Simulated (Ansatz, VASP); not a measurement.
InSb: VASP beside Ansatz

Contents of INCAR:

```
ALGO = Normal
EDIFF = 1E-6
ENCUT = 520
GGA = CA
ISIF = 2
ISMEAR = 0
LASPH = True
LCHARG = False
LREAL = False
LWAVE = False
NBANDS = 16
NELM = 60
PREC = Accurate
SIGMA = 0.1
```

Contents of KPOINTS:

```
k-points
0
Gamma
  12 12 12
```

POSCAR

```
InSb
1.0
    3.9645653389      0.0000000000      0.0000000000
    0.0000000000      3.9645653389      0.0000000000
    0.0000000000      0.0000000000      3.9645653389
In Sb
1 1
Direct
    0.0000000000      0.0000000000      0.0000000000
    0.5000000000      0.5000000000      0.5000000000
```

Input for Ansatz:

```yaml
crystal:
  lattice:
    - [3.9645653389, 0.0, 0.0]
    - [0.0, 3.9645653389, 0.0]
    - [0.0, 0.0, 3.9645653389]
  atoms:
    - { symbol: In, position: [0.0, 0.0, 0.0] }
    - { symbol: Sb, position: [0.5, 0.5, 0.5] }
basis:
  ecutwfc: 420
kpoints:
  mp_grid: { grid: [12, 12, 12] }
hamiltonian:
  xc: lda
scf:
  occupations: { method: gaussian, width: 0.1 }
output:
  forces: true
  stress: true
  eigenvalues: true
```

Alike in both runs: task single point; functional LDA; k mesh 12 × 12 × 12; occupations gaussian, width 0.1 eV; no spin polarisation.

|  | VASP | Ansatz |
| --- | --- | --- |
| version | VASP 6.6.1 | Ansatz 0.2.0 |
| potentials or method | VASP PAW LDA potentials, release 64 (In_d, Sb), cutoff 520 eV | scalar-relativistic, plane waves, PAW |
| valence electrons in the cell | 18 | 28 |

|  | VASP | Ansatz | Ansatz less VASP |
| --- | --- | --- | --- |
| gap on the k mesh at the Fermi level (eV) | none | none | - |
| pressure (GPa) | -7.5 | -7.5 | +0.04 |

LDA's correlation is that of Perdew and Zunger in VASP and of Perdew and Wang (1992) in Ansatz. A gap of «none» marks a metal or a gap that the smearing closes. VASP's potentials hold 18 valence electrons a cell and Ansatz's 28, so a difference there can come from the potentials and not from the codes.

Spin-orbit coupling is off throughout.
